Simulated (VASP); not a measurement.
Input of a VASP 6.6.1 run:

File INCAR:

```
ALGO = Normal
EDIFF = 1E-6
ENCUT = 520
GGA = RP
ISIF = 2
ISMEAR = -1
LASPH = True
LCHARG = False
LREAL = False
LWAVE = False
NBANDS = 32
NELM = 80
PREC = Accurate
SIGMA = 0.05
```

Contents of KPOINTS:

```
k-points
0
Gamma
  8 8 8
```

Contents of POSCAR:

```
Bi2Se3
1.0
    2.0575968965      1.1879541221      9.4812687632
   -2.0575968965      1.1879541221      9.4812687632
    0.0000000000     -2.3759082442      9.4812687632
Bi Se
2 3
Direct
    0.5992000000      0.5992000000      0.5992000000
    0.4008000000      0.4008000000      0.4008000000
    0.7883000000      0.7883000000      0.7883000000
    0.2117000000      0.2117000000      0.2117000000
    0.0000000000      0.0000000000      0.0000000000
```

Potentials or basis: VASP PAW PBE potentials, release 64 (Bi_d, Se).

Run with:

```console
$ cat potpaw_PBE.64/Bi_d/POTCAR potpaw_PBE.64/Se/POTCAR > POTCAR
$ mpirun -np 1 vasp_std > vasp.out
```

Task: Predict the pressure.

Result: 5.7 GPa.

Task: Predict the largest force.

Result: 0.335 eV/Å.

Forces on the atoms (eV/Å):
```
Bi   0.000  0.000  0.234
Bi   0.000  0.000 -0.234
Se   0.000  0.000  0.335
Se   0.000  0.000 -0.335
Se   0.000  0.000  0.000
```

Caveat: the cell stands under pressure; the PAW data sets were made with another functional, which shifts forces and pressure a little.
